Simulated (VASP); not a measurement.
## Hf3C4: single point with PBE

Hf3C4:

```
CELL_PARAMETERS angstrom
5.30194 0.00000 0.00000
-2.65097 4.59162 0.00000
0.00000 0.00000 5.25413
ATOMIC_POSITIONS crystal
Hf 0.00000 0.00000 0.00000
Hf 0.66667 0.33333 0.00000
Hf 0.33333 0.66667 0.00000
C 0.00000 0.00000 0.61844
C 0.00000 0.00000 0.38156
C 0.33333 0.66667 0.50000
C 0.66667 0.33333 0.50000
```

```yaml
Program: VASP 6.6.1
Task: single point
Functional: PBE
Potentials_or_basis: VASP PAW PBE potentials, release 64 (Hf_pv, C)
Cutoff: 520 eV
k_mesh: 6 × 6 × 4
Occupations: gaussian, width 0.1 eV
Spin: no spin polarisation
Dipole_correction: no
Further_INCAR_settings: ALGO = Normal; EDIFF = 1e-06; NBANDS = 32
```

```json
{"Pressure": "0.1 GPa", "Largest force": "0.048 eV/Å", "Band gap on the k mesh": "zero (band 23 reaches 3.16 eV, above the bottom of band 24 at 2.24 eV)"}
```

Forces on the atoms (eV/Å):
```
Hf   0.000  0.000  0.000
Hf   0.000  0.000  0.000
Hf   0.000  0.000  0.000
C    0.000  0.000 -0.048
C    0.000  0.000  0.048
C    0.000  0.000  0.000
C    0.000  0.000  0.000
```

Levels at points of the mesh, in eV from the Fermi level:
```csv
k point,band 21,band 22,band 23,band 24,band 25,band 26
"(0.00, 0.00, 0.00)",-0.23,-0.23,0.06,0.66,0.66,0.70
"(0.50, 0.00, 0.00)",-1.09,-0.60,-0.50,-0.06,0.06,0.46
"(0.00, 0.00, 0.50)",-1.30,-0.09,-0.09,0.22,0.22,1.41
"(0.50, 0.00, 0.50)",-1.20,-0.47,-0.22,-0.14,0.06,0.57
```

It took 51 s on 1 thread of AMD EPYC 9R45 96-Core Processor (Zen 5), on a shared host, peak memory 0.24 GiB.

Caveat: spin-orbit coupling is left out, which moves the levels of the heavy elements.
